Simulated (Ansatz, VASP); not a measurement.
# Al2GaSb3 in VASP and in Ansatz

```
CELL_PARAMETERS angstrom
-2.19996 2.19996 9.32994
2.19996 -2.19996 9.32994
2.19996 2.19996 -9.32994
ATOMIC_POSITIONS crystal
Al 0.66647 0.66647 0.00000
Al 0.33353 0.33353 0.00000
Ga 0.00000 0.00000 0.00000
Sb 0.25000 0.75000 0.50000
Sb 0.91677 0.41677 0.50000
Sb 0.58323 0.08323 0.50000
```

Alike in both runs: functional PBE; k mesh 12 × 12 × 12; occupations gaussian, width 0.02 eV; no spin polarisation.

Ansatz relaxed the structure, and its values are those at the end. VASP's run is a single point on that final structure, the one shown.

```csv
,VASP,Ansatz
version,VASP 6.6.1,Ansatz 0.2.0
potentials or method,"VASP PAW PBE potentials, release 64 (Al, Ga_d, Sb), cutoff 520 eV","scalar-relativistic, plane waves, PAW"
valence electrons in the cell,34,64
```

Ansatz gave:

| Item | Value |
| --- | --- |
| gap on the k mesh at the Fermi level (eV) | 0.60 |
| least direct gap on the mesh (eV) | 0.60 |
| pressure (GPa) | 0.0 |
| rms of the force components (eV/Å) | 0.001 |

**Question.** Estimate VASP's values.

**Answer.** gap on the k mesh at the Fermi level (eV): 0.60; least direct gap on the mesh (eV): 0.60; pressure (GPa): 0.1; rms of the force components (eV/Å): 0.003.

VASP's potentials hold 34 valence electrons a cell and Ansatz's 64, so a difference there can come from the potentials and not from the codes.

Neither program's run includes spin-orbit coupling.
